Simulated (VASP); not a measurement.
A run of VASP 6.6.1 is set up as follows.

The input INCAR:

```
SYSTEM = H4C2O
  PREC = Accurate
  ENCUT = 520
  EDIFF = 1E-6
  ISMEAR = -1
  SIGMA = 0.05
  LREAL = Auto
  LASPH = .TRUE.
  NELM = 100
  ALGO = Normal
  ISIF = 2
  LWAVE = .FALSE.
  LCHARG = .TRUE.
  GGA = PE
  LELF = .TRUE.
  LVHAR = .TRUE.
  NBANDS = 56
```

File KPOINTS:

```
Automatic mesh
0
G
  1 1 1
  0 0 0
```

File POSCAR:

```
H4C2O
1.0
    7.1137870000      0.0000000000      0.0000000000
    0.0000000000      7.1137870000      0.0000000000
    0.0000000000      0.0000000000      7.1137870000
C H O
8 16 4
Direct
    0.7378910839      0.6585100172      1.0887590534
    0.8095828565      0.7431203661      0.9646901151
    0.8391732842      0.4435190427      0.5832477132
    0.6780214252      0.4988622797      0.5596878287
    0.5483436600      0.1807897819      0.2539294471
    0.5912322087      0.2343758676      0.0974726963
    0.2180554464      0.6272889531      0.7449478035
    0.1878183870      0.7047020103      0.6019156885
    0.8612431044      0.8276744862      0.8442479371
    0.6613355165      0.6016204871      1.2040844068
    0.5334992459      0.5358186856      0.5659714017
    0.9832034611      0.3853643636      0.5879709359
    0.6093238383      0.2960167348     -0.0326267851
    0.5250227481      0.1311116006      0.3929271427
    0.1783016556      0.7411101851      0.4505195334
    0.2175775013      0.5599127441      0.8806420546
    0.3059270681      0.3408451785      0.5086742125
    0.1940597884      0.1978692924      0.3842960156
    0.2106754110      0.4300381780      0.1458294998
    0.0177964283      0.5046679075      0.0744329286
   -0.0278192192      1.1087062348      0.2089463741
    0.1229724758      0.9542596651      0.2020161694
    0.4501540459     -0.1265711217      0.7364291340
    0.3616076782      0.0699205641      0.6502303204
    0.2219211793      0.2382978293      0.5194139212
    0.1196128026      0.5241933727      0.1652706217
    0.1120921951      1.0831783409      0.1838964253
    0.4719848936      0.0102195919      0.7045895527
```

Potentials or basis: VASP PAW PBE potentials, release 64 (C, H, O).

The run is started by

```console
$ cat potpaw_PBE.64/C/POTCAR potpaw_PBE.64/H/POTCAR potpaw_PBE.64/O/POTCAR > POTCAR
$ mpirun -np 1 vasp_gam > vasp.out
```

**Question.** Estimate the band gap on the k mesh.

**Answer.** 4.91 eV.

**Question.** Estimate the pressure.

**Answer.** 1.9 GPa.

**Question.** Estimate the largest force.

**Answer.** 5.092 eV/Å.

Forces in eV/Å, atoms in the order of the input:
```
C   -1.346 -0.788  1.866
C    1.360  2.243 -3.150
C   -0.549 -0.074 -0.333
C    1.424 -0.687  0.509
C    0.663  0.253 -0.938
C   -0.729 -0.648  2.010
C    0.401 -1.665  3.531
C   -0.299  1.565 -4.836
H   -0.287 -0.819  1.010
H    0.110 -0.337  0.251
H   -0.302  0.329 -0.084
H   -0.833  0.301 -0.099
H    0.348  0.466 -1.644
H    0.018 -0.303  0.424
H   -0.096 -0.087  1.300
H    0.254  0.281 -0.092
H    0.785  1.123 -0.072
H    0.128  0.061  0.991
H    1.063 -1.435 -0.235
H    0.038  0.093  0.347
H    1.898 -0.395 -0.509
H    0.270 -2.536  0.116
H   -0.230  1.916 -0.550
H   -0.654 -0.220 -0.058
O   -1.123 -1.260 -0.816
O   -0.869  1.235  0.149
O   -2.520  2.886  0.301
O    1.077 -1.499  0.609
```

Caveat: the k points lie up to 0.88 Å⁻¹ apart.
